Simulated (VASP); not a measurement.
# ZrO2 (Cubic zirconia) (Fm-3m) in VASP: notebook

Runs on ZrO2 (Cubic zirconia). Level: LDA. Tasks: single point.

Program: VASP 6.6.1. These are calculated values, not measurements. Logs are shortened: lines on timing, memory, paths and dates and some standing lists are left out, and cuts for length are marked.

## 1. The cell of the first run

It takes space group Fm-3m (No. 225, cubic). Conventional cell: a = 5.104 Å, b = 5.104 Å, c = 5.104 Å, α = 90.00°, β = 90.00°, γ = 90.00°. Within 2.9 Å of Zr (site symmetry m-3m) lie 8 O at 2.21 Å. Within 2.9 Å of O (site symmetry -43m) lie 4 Zr at 2.21 Å and 6 O at 2.55 Å.

## 2. Single point, LDA

Input file INCAR:

```
ALGO     = Normal         # electronic algorithm
EDIFF    = 1E-6           # SCF threshold, eV
ENCUT    = 600            # plane-wave cutoff, eV
GGA_COMPAT= False        
ISIF     = 2              # what is computed and relaxed
ISMEAR   = 0              # smearing method
LASPH    = True           # aspherical terms in the spheres
LCHARG   = False          # write CHGCAR
LREAL    = False          # projectors in reciprocal space
LWAVE    = False          # write WAVECAR
NBANDS   = 19             # bands
NELM     = 120            # most SCF steps
PREC     = Accurate       # precision mode
SIGMA    = 0.01           # smearing width, eV
```

Input file KPOINTS:

```
k-points
0
Gamma
  6 6 6
```

Input file POSCAR:

```
ZrO2
1.0
    0.0000000000      2.5517885687      2.5517885687
    2.5517885687      0.0000000000      2.5517885687
    2.5517885687      2.5517885687      0.0000000000
Zr O
1 2
Direct
    0.0000000000      0.0000000000      0.0000000000
    0.2500000000      0.2500000000      0.2500000000
    0.7500000000      0.7500000000      0.7500000000
```

Potentials or basis: VASP PAW LDA potentials, release 64 (Zr_sv, O).

Command:

```
cat potpaw_LDA.64/Zr_sv/POTCAR potpaw_LDA.64/O/POTCAR > POTCAR
mpirun -np 1 vasp_std > vasp.out
```

OUTCAR:

```text
EDIFF = 1E-6
   ENCUT = 600
   ISIF = 2
   ISMEAR = 0
   LASPH = True
   LREAL = False
   NELM = 120
   PREC = Accurate

 ion  position               nearest neighbor table
   1  0.000  0.000  0.000-   3 2.21   3 2.21   3 2.21   2 2.21   3 2.21   2 2.21   2 2.21   2 2.21

   2  0.250  0.250  0.250-   1 2.21   1 2.21   1 2.21   1 2.21
   3  0.750  0.750  0.750-   1 2.21   1 2.21   1 2.21   1 2.21

  LATTYP: Found a face centered cubic cell.
 ALAT       =     5.1035771374

  Lattice vectors:

 A1 = (   0.0000000000,   2.5517885687,   2.5517885687)
 A2 = (   2.5517885687,   0.0000000000,   2.5517885687)
 A3 = (   2.5517885687,   2.5517885687,   0.0000000000)

Analysis of symmetry for initial positions (statically):
=====================================================================
 Subroutine PRICEL returns:
 Original cell was already a primitive cell.

 Routine SETGRP: Setting up the symmetry group for a
 face centered cubic supercell.

 Subroutine GETGRP returns: Found 48 space group operations
 (whereof 48 operations were pure point group operations)
 out of a pool of 48 trial point group operations.

The static configuration has the point symmetry O_h .

Analysis of symmetry for dynamics (positions and initial velocities):
=====================================================================
 Subroutine PRICEL returns:
 Original cell was already a primitive cell.

 Routine SETGRP: Setting up the symmetry group for a
 face centered cubic supercell.

 Subroutine GETGRP returns: Found 48 space group operations
 (whereof 48 operations were pure point group operations)
 out of a pool of 48 trial point group operations.

The dynamic configuration has the point symmetry O_h .

 Subroutine INISYM returns: Found 48 space group operations
 (whereof 48 operations are pure point group operations),
 and found     1 'primitive' translations

----------------------------------------------------------------------------------------

                                     Primitive cell

  volume of cell :      33.2326

  direct lattice vectors                    reciprocal lattice vectors
     0.000000000  2.551788569  2.551788569    -0.195940998  0.195940998  0.195940998
     2.551788569  0.000000000  2.551788569     0.195940998 -0.195940998  0.195940998
     2.551788569  2.551788569  0.000000000     0.195940998  0.195940998 -0.195940998

  length of vectors
     3.608774002  3.608774002  3.608774002     0.339379765  0.339379765  0.339379765

  position of ions in fractional coordinates (direct lattice)
     0.000000000  0.000000000  0.000000000
     0.250000000  0.250000000  0.250000000
     0.750000000  0.750000000  0.750000000

  ion indices of the primitive-cell ions
   primitive index   ion index
                 1           1
                 2           2
                 3           3

----------------------------------------------------------------------------------------

 KPOINTS: k-points

Automatic generation of k-mesh.
 Grid dimensions read from file:
 generate k-points for:    6    6    6

 Generating k-lattice:

  Cartesian coordinates                     Fractional coordinates (reciprocal lattice)
    -0.032656833  0.032656833  0.032656833     0.166666667  0.000000000  0.000000000
     0.032656833 -0.032656833  0.032656833     0.000000000  0.166666667  0.000000000
     0.032656833  0.032656833 -0.032656833     0.000000000  0.000000000  0.166666667

  Length of vectors
     0.056563294  0.056563294  0.056563294

  Shift w.r.t. Gamma in fractional coordinates (k-lattice)
     0.000000000  0.000000000  0.000000000

 Subroutine IBZKPT returns following result:
 ===========================================

 Found     16 irreducible k-points:

 Following reciprocal coordinates:
            Coordinates               Weight
  0.000000  0.000000  0.000000      1.000000
  0.166667  0.000000  0.000000      8.000000
  0.333333  0.000000  0.000000      8.000000
  0.500000  0.000000  0.000000      4.000000
  0.166667  0.166667  0.000000      6.000000
  0.333333  0.166667  0.000000     24.000000
[... 8 lines left out ...]
 -0.333333  0.333333  0.166667     24.000000
 -0.333333  0.500000  0.166667     12.000000
   k-points           NKPTS =     16   k-points in BZ     NKDIM =     16   number of bands    NBANDS=     19
   number of dos      NEDOS =    301   number of ions     NIONS =      3
   total plane-waves  NPLWV =  27000
   dimension x,y,z NGX =    30 NGY =   30 NGZ =   30
   dimension x,y,z NGXF=    60 NGYF=   60 NGZF=   60
   ions per type =               1   2
   NGX,Y,Z   is equivalent  to a cutoff of  13.82, 13.82, 13.82 a.u.
   NGXF,Y,Z  is equivalent  to a cutoff of  27.64, 27.64, 27.64 a.u.
 SYSTEM =  unknown system
   PREC   = accura    normal or accurate (medium, high low for compatibility)
   ISTART =      0    job   : 0-new  1-cont  2-samecut
   ICHARG =      2    charge: 1-file 2-atom 10-const
   ISPIN  =      1    spin polarized calculation?
   LNONCOLLINEAR =      F non collinear calculations
   LSORBIT =      F    spin-orbit coupling
   LASPH  =      T    aspherical Exc in radial PAW
   ENCUT  =  600.0 eV  44.10 Ry    6.64 a.u.   7.21  7.21  7.21*2*pi/ulx,y,z
   NELM   =    120;   NELMIN=  2; NELMDL= -5     # of ELM steps
   EDIFF  = 0.1E-05   stopping-criterion for ELM
   LREAL  =      F    real-space projection
   EDIFFG = 0.1E-04   stopping-criterion for IOM
   NSW    =      0    number of steps for IOM
   IBRION =     -1    ionic relax: 0-MD 1-quasi-New 2-CG
   NFREE  =      0    steps in history (QN), initial steepest desc. (CG)
   ISIF   =      2    stress and relaxation
   ISYM   =      2    0-nonsym 1-usesym 2-fastsym
   POTIM  = 0.5000    time-step for ionic-motion
   TEBEG  =    0.0;   TEEND  =   0.0 temperature during run
   PSTRESS=    0.0 pullay stress
   NELECT =      24.0000    total number of electrons
   NUPDOWN=      -1.0000    fix difference up-down
   EMIN   =  10.00;   EMAX   =-10.00  energy-range for DOS
   EFERMI =   0.00;   METHOD = LEGACY
   ISMEAR =     0;   SIGMA  =   0.01  broadening in eV -4-tet -1-fermi 0-gaus
   EFERMI_NEDOS =   21; number of points for ismear=-14 and -15
   IALGO  =     38    algorithm
   IMIX   =      4    mixing-type and parameters
     AMIX     =   0.40;   BMIX     =  1.00
     AMIX_MAG =   1.60;   BMIX_MAG =  1.00
  volume/ion in A,a.u.               =      11.08        74.75
  Fermi-wavevector in a.u.,A,eV,Ry     =   1.468782  2.775595 29.352113  2.157319
  Thomas-Fermi vector in A             =   2.584238
   LORBIT       =      0    0 simple, 1 ext, 2 COOP (PROOUT), +10 PAW based schemes
   GGA     = CA    functional components
   LHFCALC =     F    Hartree Fock is set to
   AEXX    =    0.0000 exact exchange contribution
   IVDW    =     0    specifies the selected vdW correction
   LEPSILON=     F    determine dielectric tensor
   LRPA    =     F    only Hartree local field effects (RPA)
 non-spin polarized calculation
 Gauss-broadening in eV      SIGMA  =   0.01
  energy-cutoff  :      600.00
  volume of cell :       33.23
 maximum number of plane-waves:      1125
 NGX is ok and might be reduce to    30
   NGX = 15   NGY = 15   NGZ = 15

 number of electron      23.9999994 magnetization

 Free energy of the ion-electron system (eV)
  ---------------------------------------------------
  ext. energy  EPLUGINS =         0.00000000
  ---------------------------------------------------
  free energy    TOTEN  =       -31.32754850 eV

  energy without entropy =      -31.32754850  energy(sigma->0) =      -31.32754850

 E-fermi :   6.9013     XC(G=0): -12.2344

 val. band max:        6.8479103244   @ k =   0.5000   0.5000   0.0000
 cond. band min:      10.0585540741   @ k =   0.0000   0.0000   0.0000
 fundamental gap:      3.2106437497
 Fermi energy:         6.9013372723

 k-point     1 :       0.0000    0.0000    0.0000
  band No.  band energies     occupation
      1     -40.9225      2.00000
      2     -18.9082      2.00000
      3     -18.9082      2.00000
      4     -18.9082      2.00000
      5     -11.0380      2.00000
      6      -8.3977      2.00000
[... 11 lines left out ...]
     18      16.1457      0.00000
     19      20.8496      0.00000

 k-point     2 :       0.1667    0.0000    0.0000
  band No.  band energies     occupation
      1     -40.9109      2.00000
      2     -19.0935      2.00000
      3     -18.9260      2.00000
      4     -18.9260      2.00000
      5     -10.6709      2.00000
      6      -8.6621      2.00000
[... 11 lines left out ...]
     18      15.7720      0.00000
     19      20.3095      0.00000

 k-point     3 :       0.3333    0.0000    0.0000
  band No.  band energies     occupation
      1     -40.8874      2.00000
      2     -19.4301      2.00000
      3     -18.9612      2.00000
      4     -18.9612      2.00000
      5     -10.1150      2.00000
      6      -8.9190      2.00000
[... 11 lines left out ...]
     18      16.0497      0.00000
     19      19.7721      0.00000

 k-point     4 :       0.5000    0.0000    0.0000
  band No.  band energies     occupation
      1     -40.8756      2.00000
      2     -19.5849      2.00000
      3     -18.9786      2.00000
      4     -18.9786      2.00000
      5     -10.0478      2.00000
      6      -8.7923      2.00000
[... 11 lines left out ...]
     18      15.5729      0.00000
     19      20.4881      0.00000

 k-point     5 :       0.1667    0.1667    0.0000
  band No.  band energies     occupation
      1     -40.9070      2.00000
      2     -19.1127      2.00000
      3     -18.9527      2.00000
      4     -18.9527      2.00000
      5     -10.5292      2.00000
      6      -8.7641      2.00000
[... 11 lines left out ...]
     18      15.6101      0.00000
     19      20.6231      0.00000

 k-point     6 :       0.3333    0.1667    0.0000
  band No.  band energies     occupation
      1     -40.8875      2.00000
      2     -19.3559      2.00000
      3     -19.0124      2.00000
      4     -18.9923      2.00000
      5      -9.9518      2.00000
      6      -9.0824      2.00000
[... 11 lines left out ...]
     18      16.2205      0.00000
     19      20.4523      0.00000

 k-point     7 :       0.5000    0.1667    0.0000
  band No.  band energies     occupation
      1     -40.8717      2.00000
      2     -19.5211      2.00000
      3     -19.0953      2.00000
      4     -19.0053      2.00000
      5      -9.7877      2.00000
      6      -8.9705      2.00000
[... 11 lines left out ...]
     18      16.7387      0.00000
     19      20.7218      0.00000

 k-point     8 :      -0.3333    0.1667    0.0000
  band No.  band energies     occupation
      1     -40.8757      2.00000
      2     -19.4665      2.00000
      3     -19.1137      2.00000
      4     -18.9790      2.00000
      5      -9.7933      2.00000
      6      -9.0361      2.00000
[... 80 lines left out ...]
 k-point    12 :      -0.3333    0.3333    0.0000
  band No.  band energies     occupation
      1     -40.8640      2.00000
      2     -19.3949      2.00000
      3     -19.3406      2.00000
      4     -19.0274      2.00000
      5      -9.4560      2.00000
      6      -9.1340      2.00000
[... 11 lines left out ...]
     18      18.1400      0.00000
     19      21.8247      0.00000

 k-point    13 :       0.5000    0.5000    0.0000
  band No.  band energies     occupation
      1     -40.8601      2.00000
      2     -19.6353      2.00000
      3     -19.0840      2.00000
      4     -19.0840      2.00000
      5      -9.6471      2.00000
      6      -8.8858      2.00000
[... 11 lines left out ...]
     18      20.0076      0.00000
     19      20.2482      0.00000

 k-point    14 :       0.5000    0.3333    0.1667
  band No.  band energies     occupation
      1     -40.8718      2.00000
      2     -19.4446      2.00000
      3     -19.1626      2.00000
      4     -19.0217      2.00000
      5      -9.4657      2.00000
      6      -9.2912      2.00000
[... 11 lines left out ...]
     18      17.3786      0.00000
     19      21.1820      0.00000

 k-point    15 :      -0.3333    0.3333    0.1667
  band No.  band energies     occupation
      1     -40.8640      2.00000
      2     -19.4382      2.00000
      3     -19.2774      2.00000
      4     -19.0474      2.00000
      5      -9.4505      2.00000
      6      -9.1395      2.00000
[... 11 lines left out ...]
     18      17.9878      0.00000
     19      21.4805      0.00000

 k-point    16 :      -0.3333    0.5000    0.1667
  band No.  band energies     occupation
      1     -40.8601      2.00000
      2     -19.5057      2.00000
      3     -19.2307      2.00000
      4     -19.0871      2.00000
      5      -9.4449      2.00000
      6      -9.0648      2.00000
[... 11 lines left out ...]
     18      19.1508      0.00000
     19      21.3578      0.00000

------------------------ aborting loop because EDIFF is reached ----------------------------------------

  FORCE on cell =-STRESS in cart. coord.  units (eV):
  Direction    XX          YY          ZZ          XY          YZ          ZX
  --------------------------------------------------------------------------------------
  -------------------------------------------------------------------------------------
  Total       -2.2376406     -2.2376406     -2.2376406      0.0000000      0.0000000      0.0000000
  in kB     -107.8789858   -107.8789858   -107.8789858      0.0000000      0.0000000      0.0000000
  external PRESSURE =    -107.8789858 kB  Pullay stress =       0.0000000 kB

 VOLUME and BASIS-vectors are now :
 -----------------------------------------------------------------------------
  energy-cutoff  :      600.00
  volume of cell :       33.23
      direct lattice vectors                 reciprocal lattice vectors
     0.000000000  2.551788569  2.551788569    -0.195940998  0.195940998  0.195940998
     2.551788569  0.000000000  2.551788569     0.195940998 -0.195940998  0.195940998
     2.551788569  2.551788569  0.000000000     0.195940998  0.195940998 -0.195940998

 POSITION                                       TOTAL-FORCE (eV/Angst)
 -----------------------------------------------------------------------------------
      0.00000      0.00000      0.00000        -0.000000      0.000000      0.000000
      1.27589      1.27589      1.27589         0.000000      0.000000      0.000000
      3.82768      3.82768      3.82768        -0.000000     -0.000000     -0.000000
 -----------------------------------------------------------------------------------
    total drift:                                0.000000     -0.000000      0.000000

  FREE ENERGIE OF THE ION-ELECTRON SYSTEM (eV)
  ---------------------------------------------------
  free  energy   TOTEN  =       -31.3275484996 eV

  energy  without entropy=      -31.3275484996  energy(sigma->0) =      -31.32754850
```

Run time: 34 s. Hardware: 1 thread of Intel Xeon 8259CL, shared host; peak memory 0.15 GiB.

What came out:

* Free energy: -31.3275 eV
* Pressure: -10.8 GPa
* Band gap on the k mesh: 3.21 eV, indirect (least direct gap 3.63 eV)

Levels at points of the mesh, in eV from the valence-band top:
```csv
k point,band 9,band 10,band 11,band 12,band 13,band 14,band 15,band 16
"(0.00, 0.00, 0.00)",-5.24,-0.54,-0.54,-0.54,3.21,3.21,6.33,9.30
"(0.50, 0.00, 0.00)",-2.55,-2.49,-1.65,-1.65,3.86,3.86,6.05,8.39
"(0.50, 0.50, 0.00)",-3.16,-1.51,-1.51,0.00,3.63,4.61,5.79,7.21
```

A k mesh can miss the band edges.

(Continued in part 2 of 2.)
